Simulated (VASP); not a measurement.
Crystal: Hf.

```
Hf
1.0
     3.13144    0.00000    0.00000
    -1.56572    2.71191    0.00000
     0.00000    0.00000    4.95455
Hf
2
Direct
  0.66667 0.33333 0.75000
  0.33333 0.66667 0.25000
```

Base run:

| Quantity | Value |
| --- | --- |
| Program | VASP 6.6.1 |
| Functional | r2SCAN |
| Potentials or basis | VASP PAW PBE potentials, release 64 (Hf_pv) |
| Cutoff | 520 eV |
| k mesh | 10 × 10 × 5 |
| Occupations | fermi-dirac, width 0.05 eV |
| Spin | no spin polarisation |

Its results: band gap on the k mesh zero (band 10 reaches 6.61 eV, above the bottom of band 11 at 4.90 eV); pressure 6.6 GPa.

The run is repeated on the same cell with these changes: functional from r2SCAN to PBE; further incar settings from ALGO = Normal; EDIFF = 1e-07; NBANDS = 17 to ALGO = Normal; EDIFF = 1e-06; NBANDS = 17. What comes out?

Band gap on the k mesh zero (band 10 reaches 6.55 eV, above the bottom of band 11 at 5.00 eV); pressure 7.6 GPa.

Caveats: spin-orbit coupling is left out, which moves the levels of the heavy elements; the PAW data sets were made with another functional, which shifts forces and pressure a little (some runs).
